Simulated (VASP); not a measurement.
Wanted: the native input for a VASP 6.6.1 run.

```
Task                   : single point
Functional             : LDA
Potentials or basis    : VASP PAW LDA potentials, release 64 (Fe, O)
Cutoff                 : 520 eV
k mesh                 : 11 × 11 × 11
Occupations            : fermi-dirac, width 0.05 eV
Spin                   : collinear spin, ferromagnetic start
Starting moments       : [3.0, 0.0] μB
Dipole correction      : no
Further INCAR settings : ALGO = Normal; EDIFF = 1e-06; NBANDS = 18
```

The structure of FeO (Wuestite) lies in POSCAR:

```
FeO
1.0
    0.0000000000      2.1554000000      2.1554000000
    2.1554000000      0.0000000000      2.1554000000
    2.1554000000      2.1554000000      0.0000000000
Fe O
1 1
Direct
    0.0000000000      0.0000000000      0.0000000000
    0.5000000000      0.5000000000      0.5000000000
```

The input as run:

INCAR

```
SYSTEM = FeO
  PREC = Accurate
  ENCUT = 520
  EDIFF = 1E-6
  ISMEAR = -1
  SIGMA = 0.05
  LREAL = .FALSE.
  LASPH = .TRUE.
  NELM = 150
  ALGO = Normal
  ISIF = 2
  LWAVE = .FALSE.
  LCHARG = .FALSE.
  ISPIN = 2
  MAGMOM = 3 0
  LORBIT = 11
  LMAXMIX = 4
  GGA = CA
  NBANDS = 18
```

KPOINTS

```
Automatic mesh
0
G
  11 11 11
  0 0 0
```

Potentials or basis: VASP PAW LDA potentials, release 64 (Fe, O).

Command:

```bash
$ cat potpaw_LDA.64/Fe/POTCAR potpaw_LDA.64/O/POTCAR > POTCAR
$ mpirun -np 1 vasp_std > vasp.out
```

It gave:

The pressure is -15.4 GPa. The band gap on the k mesh is zero (filled and empty bands overlap) and the net moment is 3.99 μB per cell. The site moments are Fe +3.57; O +0.32 μB and the valence electrons inside the program's atomic spheres are Fe 6.76; O 4.95.

Caveat: a cell with one magnetic atom can't hold antiferromagnetic order, which such compounds often take; semilocal functionals often make such compounds metallic where correlation or magnetic order opens a gap, which also shifts bond lengths.

Wall time 13 s on 1 thread of Intel(R) Xeon(R) 6975P-C (Granite Rapids) (shared host), peak memory 0.15 GiB.
